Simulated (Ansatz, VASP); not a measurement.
# Si in VASP and in Ansatz

Contents of POSCAR:

```
Si
1.0
    0.0000000000      3.1347811283      2.0376077334
    3.1347811283      0.0000000000      2.0376077334
    3.1347811283      3.1347811283      0.0000000000
Si
2
Direct
    0.5000000000      0.5000000000      0.5000000000
    0.7500000000      0.7500000000      0.7500000000
```

Contents of INCAR.step1:

```
SYSTEM = Si
  ALGO = Normal
  EDIFF = 1E-4
  ENCUT = 520
  GGA = PE
  ISMEAR = 0
  LASPH = .TRUE.
  LCHARG = .FALSE.
  LREAL = .FALSE.
  LWAVE = .TRUE.
  NBANDS = 11
  NELM = 60
  PREC = Accurate
  SIGMA = 0.05
```

File INCAR.step2:

```
SYSTEM = Si
  ALGO = Normal
  EDIFF = 1E-7
  ENCUT = 520
  ISIF = 2
  ISMEAR = 0
  ISTART = 1
  LASPH = .TRUE.
  LCHARG = .FALSE.
  LMIXTAU = .TRUE.
  LREAL = .FALSE.
  LWAVE = .FALSE.
  METAGGA = R2SCAN
  NBANDS = 11
  NELM = 60
  PREC = Accurate
  SIGMA = 0.05
```

The input KPOINTS:

```
k-points
0
G
  10 10 10
  0 0 0
```

Input for Ansatz:

```yaml
crystal:
  lattice:
    - [0.0, 3.1347811283, 2.0376077334]
    - [3.1347811283, 0.0, 2.0376077334]
    - [3.1347811283, 3.1347811283, 0.0]
  atoms:
    - { symbol: Si, position: [0.5, 0.5, 0.5] }
    - { symbol: Si, position: [0.75, 0.75, 0.75] }
basis:
  ecutwfc: 500
kpoints:
  mp_grid: { grid: [10, 10, 10] }
hamiltonian:
  xc: r2scan
scf:
  occupations: { method: gaussian, width: 0.05 }
output:
  forces: true
  stress: true
  eigenvalues: true
```

Alike in both runs: task single point; functional r2SCAN; k mesh 10 × 10 × 10; occupations gaussian, width 0.05 eV; no spin polarisation.

|  | VASP | Ansatz |
| --- | --- | --- |
| version | VASP 6.6.1 | Ansatz 0.2.0 |
| potentials or method | VASP PAW PBE potentials, release 64 (Si), cutoff 520 eV | scalar-relativistic, plane waves, PAW |
| valence electrons in the cell | 8 | 8 |

```tsv
	VASP	Ansatz	Ansatz less VASP
gap on the k mesh at the Fermi level (eV)	none	none	-
pressure (GPa)	-6.0	-5.8	+0.16
traceless stress, the component that is largest in VASP (GPa)	10.39	10.24	-0.145
```

VASP's potentials were made for PBE, not for r2SCAN. A gap of «none» marks a metal or a gap that the smearing closes.
